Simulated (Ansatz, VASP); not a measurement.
One calculation of ZnO, two programs

```
Zn O
1.0
     0.00000    2.17509    2.17509
     2.17509    0.00000    2.17509
     2.17509    2.17509    0.00000
Zn O
1 1
Direct
  0.00000 0.00000 0.00000
  0.50000 0.50000 0.50000
```

Change from the starting cell: volume scaled by 1.05.

Alike in both runs: task single point; functional PBE; k mesh 10 × 10 × 10; occupations fermi-dirac, width 0.03 eV; no spin polarisation.

|  | VASP | Ansatz |
| --- | --- | --- |
| version | VASP 6.6.1 | Ansatz 0.2.0 |
| potentials or method | VASP PAW PBE potentials, release 64 (Zn, O), cutoff 520 eV | all-electron LAPW, scalar-relativistic |

VASP gave:

| Item | Value |
| --- | --- |
| pressure (GPa) | -1.4 |

Problem. Estimate Ansatz's values.

Solution. Pressure (GPa): -2.3.

Ansatz ran all-electron here, and VASP with PAW potentials.
